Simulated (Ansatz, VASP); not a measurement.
One calculation of Au, two programs

```xyz
3
Lattice="4.8724 0.0000 0.0000 -2.4362 4.2197 0.0000 0.0000 0.0000 2.8999" Properties=species:S:1:pos:R:3 pbc="T T T"
Au   -2.4362    4.2197    0.0000
Au    0.0000    2.8131    1.4500
Au    2.4362    1.4066    1.4500
```

Alike in both runs: functional BLYP; k mesh 8 × 8 × 11; occupations fermi-dirac, width 0.1 eV; no spin polarisation.

Ansatz relaxed the structure, and its values are those at the end. VASP's run is a single point on that final structure, the one shown.

|  | VASP | Ansatz |
| --- | --- | --- |
| version | VASP 6.6.1 | Ansatz 0.2.0 |
| potentials or method | VASP PAW PBE potentials, release 64 (Au), cutoff 520 eV | plane waves (420 eV) with PAW, scalar-relativistic |
| valence electrons in the cell | 33 | 57 |

Ansatz gave:

| Item | Value |
| --- | --- |
| pressure (GPa) | 0.0 |

Task: Estimate VASP's values.

Result: Pressure (GPa): 0.4.

VASP's potentials were made for PBE, not for BLYP. With one functional, cell and mesh, what is left measures potentials, basis and numerics. VASP's potentials hold 33 valence electrons a cell and Ansatz's 57, so a difference there can come from the potentials and not from the codes.

Spin-orbit coupling is off throughout.
